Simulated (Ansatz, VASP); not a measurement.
One calculation of Tl, two programs

File INCAR:

```
PREC = Accurate
ENCUT = 520
EDIFF = 1E-6
ISMEAR = -1
SIGMA = 0.05
LREAL = F
LASPH = T
NELM = 60
ALGO = Normal
ISIF = 2
LWAVE = F
LCHARG = T
GGA = CA
LELF = T
LVHAR = T
NBANDS = 12
```

File KPOINTS:

```
Automatic mesh
0
Gamma
  13 13 13
```

File POSCAR:

```
Tl
1.0
   -1.9147670545      1.9147670545      1.9147670545
    1.9147670545     -1.9147670545      1.9147670545
    1.9147670545      1.9147670545     -1.9147670545
Tl
1
Direct
    0.0000000000      0.0000000000      0.0000000000
```

Input for Ansatz:

```yaml
crystal:
  lattice:
    - [-1.9147670545, 1.9147670545, 1.9147670545]
    - [1.9147670545, -1.9147670545, 1.9147670545]
    - [1.9147670545, 1.9147670545, -1.9147670545]
  atoms:
    - { symbol: Tl, position: [0.0, 0.0, 0.0] }
kpoints:
  mp_grid: { grid: [13, 13, 13] }
  band_path:
    path:
      - [0.0, 0.0, 0.0]
      - [0.5, -0.5, 0.5]
      - [0.0, 0.0, 0.5]
      - [0.0, 0.0, 0.0]
      - [0.25, 0.25, 0.25]
      - [0.5, -0.5, 0.5]
      - [0.25, 0.25, 0.25]
      - [0.0, 0.0, 0.5]
    npoints: 5
scf:
  occupations: { method: fermi_dirac, width: 0.05 }
hamiltonian:
  xc: lda
  pseudopotentials: { kind: all_electron, lapw: { basis_error: 0.00025 } }
output:
  forces: true
  stress: true
  eigenvalues: true
```

Change from the starting cell: volume scaled by 0.96.

Alike in both runs: task single point; functional LDA; k mesh 13 × 13 × 13; occupations fermi-dirac, width 0.05 eV; no spin polarisation.

|  | VASP | Ansatz |
| --- | --- | --- |
| version | VASP 6.6.1 | Ansatz 0.2.0 |
| potentials or method | VASP PAW LDA potentials, release 64 (Tl_d), cutoff 520 eV | all-electron LAPW, scalar-relativistic |

|  | VASP | Ansatz | Ansatz less VASP |
| --- | --- | --- | --- |
| pressure (GPa) | -1.1 | -1.2 | -0.05 |

LDA's correlation is that of Perdew and Zunger in VASP and of Perdew and Wang (1992) in Ansatz. Ansatz ran all-electron here, and VASP with PAW potentials.

Neither program's run includes spin-orbit coupling.
